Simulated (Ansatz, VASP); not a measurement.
**Two plane-wave programs on C**

```
C
1.0
     1.77556    0.00000    0.00000
     0.00000    1.77556    0.00000
     0.00000    0.00000    1.77556
C
1
Direct
  0.00000 0.00000 0.00000
```

Alike in both runs: functional PBE; k mesh 15 × 15 × 15; occupations fermi-dirac, width 0.03 eV; no spin polarisation.

Ansatz relaxed the structure, and its values are those at the end. VASP's run is a single point on that final structure, the one shown.

```csv
,VASP,Ansatz
version,VASP 6.6.1,Ansatz 0.2.0
potentials or method,"VASP PAW PBE potentials, release 64 (C)","PAW with Ansatz's default frozen-core files, scalar-relativistic"
plane-wave cutoff (eV),520,420
valence electrons in the cell,4,4
```

```tsv
	VASP	Ansatz	Ansatz less VASP
pressure (GPa)	0.1	0.0	-0.12
```
